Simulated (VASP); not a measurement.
Write the native input for VASP 6.6.1 that does the following.

| Item | Value |
| --- | --- |
| Task | relaxation of shape and atoms at fixed volume |
| Functional | PBE |
| Dispersion | D3(BJ) |
| Potentials or basis | VASP PAW PBE potentials, release 64 (Te, Mo_sv) |
| Cutoff | 600 eV |
| k mesh | 9 × 9 × 4 |
| Occupations | gaussian, width 0.02 eV |
| Spin | no spin polarisation |
| Dipole correction | no |
| Further INCAR settings | ALGO = Normal; EDIFF = 1e-07; IBRION = 2; EDIFFG = -0.01; NSW = 50; ISIF = 4 |

The structure of Te2Mo lies in POSCAR:

```
Te2Mo
1.0
    3.5688541684      0.0000000000      0.0000000000
   -1.7844270842      3.0907183723      0.0000000000
    0.0000000000      0.0000000000      8.0436990217
Te Mo
2 1
Direct
    0.3333333333      0.6666666667      0.7718483955
    0.3333333333      0.6666666667      0.2281516045
    0.0000000000      0.0000000000      0.0000000000
```

This cell differs from its parent crystal: volume scaled by 1.10.

These files were run (other wordings do the same):

INCAR

```
PREC     = Accurate       # precision mode
ENCUT    = 600            # plane-wave cutoff, eV
EDIFF    = 1E-7           # SCF threshold, eV
ISMEAR   = 0              # smearing method
SIGMA    = 0.02           # smearing width, eV
LREAL    = F              # projectors in reciprocal space
LASPH    = T              # aspherical terms in the spheres
NELM     = 60             # most SCF steps
ALGO     = Normal         # electronic algorithm
ISIF     = 4              # what is computed and relaxed
LWAVE    = F              # write WAVECAR
LCHARG   = F              # write CHGCAR
GGA      = PE             # functional
IVDW     = 12             # dispersion correction
IBRION   = 2              # ionic algorithm
NSW      = 50             # ionic steps
EDIFFG   = -0.01          # ionic threshold
```

KPOINTS

```
regular mesh
0
Gamma
  9 9 4
```

Potentials or basis: VASP PAW PBE potentials, release 64 (Te, Mo_sv).

Launch:

```console
$ cat potpaw_PBE.64/Te/POTCAR potpaw_PBE.64/Mo_sv/POTCAR > POTCAR
$ mpirun -np 1 vasp_std > vasp.out
```

It gave:

| Quantity | Value |
| --- | --- |
| Energy gained by relaxing | 8.6 meV/atom |
| Ionic steps | 8 |
| Pressure after relaxing | -1.5 GPa |
| Largest force after relaxing | 0.008 eV/Å |
| Band gap on the k mesh | 1.10 eV, indirect (least direct gap 1.12 eV) |
| Dispersion energy per atom | -0.460 eV |

Caveat: spin-orbit coupling is left out, which moves the levels of the heavy elements.

Wall time 6.9 min on 1 thread of Intel(R) Xeon(R) Platinum 8259CL CPU @ 2.50GHz (Skylake/Cascade Lake), on a shared host, peak memory 0.28 GiB.
